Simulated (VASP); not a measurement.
Wanted: the native input for a VASP 6.6.1 run.

* Task: relaxation of the atoms
* Functional: PBE
* Dispersion: D3(BJ)
* Potentials or basis: VASP PAW PBE potentials, release 64 (H, Si, F)
* Cutoff: 520 eV
* k mesh: 1 × 1 × 1
* Occupations: fermi-dirac, width 0.05 eV
* Spin: no spin polarisation
* Dipole correction: no
* Further INCAR settings: LREAL = Auto; ALGO = Normal; EDIFF = 1e-06; IBRION = 2; EDIFFG = -0.3; NSW = 35

The structure of SiH2F4 lies in POSCAR:

```
SiH2F4
1.0
    6.8512850000      0.0000000000      0.0000000000
    0.0000000000      6.8512850000      0.0000000000
    0.0000000000      0.0000000000      6.8512850000
H Si F
6 3 12
Direct
    0.9659260000      0.3136017000      0.1148576000
    0.9496609000      0.2214448000      0.0617605000
    0.8924669000      0.5776394000      0.7607393000
    0.8586764000      0.5317408000      0.6694799000
    0.4978529000      0.3261773000      0.1608252000
    0.5892711000      0.2863015000      0.2011907000
    0.2652489000      0.4250649000      0.6368205000
    0.7118744000      0.7480885000      0.1530963000
    0.2257719000      0.0055406000      0.3635617000
    0.3384712000      0.6098584000      0.7540453000
    0.1539880000      0.2822929000      0.7799601000
    0.1221902000      0.4923351000      0.4687111000
    0.4463459000      0.3157734000      0.5445653000
    0.5405911000      0.7297401000      0.3066448000
    0.8661144000      0.9025256000      0.2280031000
    0.8145481000      0.5430134000      0.1275207000
    0.6262442000      0.8170750000     -0.0497832000
    0.1982577000     -0.1424105000      0.1886182000
    0.0855424000     -0.0535405000      0.5370464000
    0.4447586000     -0.0009232000      0.4360518000
    0.1745288000      0.2190365000      0.2925305000
```

These files were run (other wordings do the same):

INCAR

```
  PREC = Accurate
  ENCUT = 520
  EDIFF = 1E-6
  ISMEAR = -1
  SIGMA = 0.05
  LREAL = Auto
  LASPH = True
  NELM = 100
  ALGO = Normal
  ISIF = 2
  LWAVE = False
  LCHARG = False
  GGA = PE
  IVDW = 12
  IBRION = 2
  NSW = 35
  EDIFFG = -0.3
```

KPOINTS

```
regular mesh
0
Gamma
  1 1 1
```

Potentials or basis: VASP PAW PBE potentials, release 64 (H, Si, F).

The run is started by

```bash
$ cat potpaw_PBE.64/H/POTCAR potpaw_PBE.64/Si/POTCAR potpaw_PBE.64/F/POTCAR > POTCAR
$ mpirun -np 1 vasp_gam > vasp.out
```

It gave:

| Item | Value |
| --- | --- |
| Energy gained by relaxing | 70.4 meV/atom |
| Ionic steps | 26 |
| Pressure after relaxing | 1.4 GPa |
| Largest force after relaxing | 0.292 eV/Å |
| Band gap on the k mesh | 7.62 eV |
| Dispersion energy per atom | -0.047 eV |

Caveat: the k points lie up to 0.92 Å⁻¹ apart; the relaxation stopped at a loose force limit of 0.3 eV/Å, so its end isn't a converged minimum.

Run time: 9.1 min on 1 thread of Intel(R) Xeon(R) Platinum 8488C (Sapphire Rapids), on a shared host, peak memory 0.39 GiB.
